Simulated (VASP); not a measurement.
CsBr (CsCl type):

```xyz
2
Lattice="3.8959 0.0000 0.0000 0.0000 3.8959 0.0000 0.0000 0.0000 3.8959" Properties=species:S:1:pos:R:3 pbc="T T T"
Cs    0.0000    0.0000    0.0000
Br    1.9479    1.9479    1.9479
```

```yaml
Program: VASP 6.6.1
Task: relaxation of cell and atoms
Functional: PBE
Potentials_or_basis: VASP PAW PBE potentials, release 64 (Cs_sv, Br)
Cutoff: 500 eV
k_mesh: 11 × 11 × 11
Occupations: fermi-dirac, width 0.1 eV
Spin: no spin polarisation
```

At the start: pressure 11.1 GPa; volume 29.57 Å³/atom.

Question: How do energy, volume and symmetry change on relaxing?

Answer: Over 22 steps the energy falls by 307.6 meV/atom and the volume is 42.30 Å³/atom (+43.1 %); space group Pm-3m (No. 221, to 0.1 Å) before and after.

Step by step:
| step | energy change (eV) | largest force (eV/Å) | pressure (GPa) | volume (Å³) |
| --- | --- | --- | --- | --- |
| 1 | 0.0000 | 0.0000 | 11.09 | 59.13 |
| 2 | -0.5946 | 0.0000 | 1.15 | 78.43 |
| 3 | -0.6114 | 0.0000 | 0.45 | 81.84 |
| 4 | -0.6074 | 0.0000 | -0.55 | 88.97 |
| 5 | -0.6151 | 0.0000 | -0.04 | 84.87 |
| 6 | -0.6151 | 0.0000 | 0.05 | 84.30 |
| 7 | -0.6151 | 0.0000 | 0.05 | 84.30 |
| 8 | -0.6151 | 0.0000 | 0.05 | 84.30 |
| 9 | -0.6151 | 0.0000 | 0.05 | 84.30 |
| 10 | -0.6151 | 0.0000 | 0.05 | 84.30 |
| 11 | -0.6151 | 0.0000 | 0.05 | 84.30 |
| 12 | -0.6151 | 0.0000 | 0.05 | 84.30 |
| 13 | -0.6151 | 0.0000 | 0.05 | 84.30 |
| 14 | -0.6151 | 0.0000 | 0.05 | 84.30 |
| 15 | -0.6151 | 0.0000 | 0.05 | 84.30 |
| 16 | -0.6151 | 0.0000 | 0.05 | 84.31 |
| 17 | -0.6151 | 0.0000 | 0.05 | 84.31 |
| 18 | -0.6151 | 0.0000 | 0.04 | 84.32 |
| 19 | -0.6151 | 0.0000 | 0.04 | 84.34 |
| 20 | -0.6151 | 0.0000 | 0.04 | 84.38 |
| 21 | -0.6152 | 0.0000 | 0.02 | 84.45 |
| 22 | -0.6152 | 0.0000 | 0.00 | 84.61 |

Final structure:
```xyz
2
Lattice="4.3900 0.0000 0.0000 0.0000 4.3900 0.0000 0.0000 0.0000 4.3900" Properties=species:S:1:pos:R:3 pbc="T T T"
Cs    0.0000    0.0000    0.0000
Br    2.1950    2.1950    2.1950
```

Caveat: the volume moved by over 15 % at a fixed basis, so the end points are rough.
